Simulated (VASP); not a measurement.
Here is a VASP 6.6.1 calculation.

INCAR

```
SYSTEM = Ti3Al
ALGO = Fast
EDIFF = 1E-6
ENCUT = 520
GGA = PS
ISIF = 2
ISMEAR = 0
LASPH = .TRUE.
LCHARG = .FALSE.
LREAL = .FALSE.
LWAVE = .FALSE.
NBANDS = 28
NELM = 80
PREC = Accurate
SIGMA = 0.15
```

File KPOINTS:

```
k-points
0
G
  15 15 6
  0 0 0
```

Contents of POSCAR:

```
Ti3Al
1.0
    2.8457574275      0.0000000000      0.0000000000
   -1.4228787137      2.4644982252      0.0000000000
    0.0000000000      0.0000000000      9.4604359920
Ti Al
3 1
Direct
    0.6666666667      0.3333333333      0.0000000000
    0.3333333333      0.6666666667      0.7347588385
    0.3333333333      0.6666666667      0.2652411615
    0.6666666667      0.3333333333      0.5000000000
```

Potentials or basis: VASP PAW PBE potentials, release 64 (Ti_sv, Al).

Run with:

```console
$ cat potpaw_PBE.64/Ti_sv/POTCAR potpaw_PBE.64/Al/POTCAR > POTCAR
$ mpirun -np 1 vasp_std > vasp.out
```

Problem. Estimate the band gap on the k mesh.

Solution. Zero (an odd number of electrons rules out a gap without spin polarisation).

Problem. Predict the largest force.

Solution. 0.909 eV/Å.

Problem. Predict the pressure.

Solution. -0.2 GPa.

Forces on the atoms (eV/Å):
```
Ti   0.000  0.000  0.000
Ti   0.000  0.000  0.909
Ti   0.000  0.000 -0.909
Al   0.000  0.000  0.000
```

Caveat: the PAW data sets were made with another functional, which shifts forces and pressure a little.
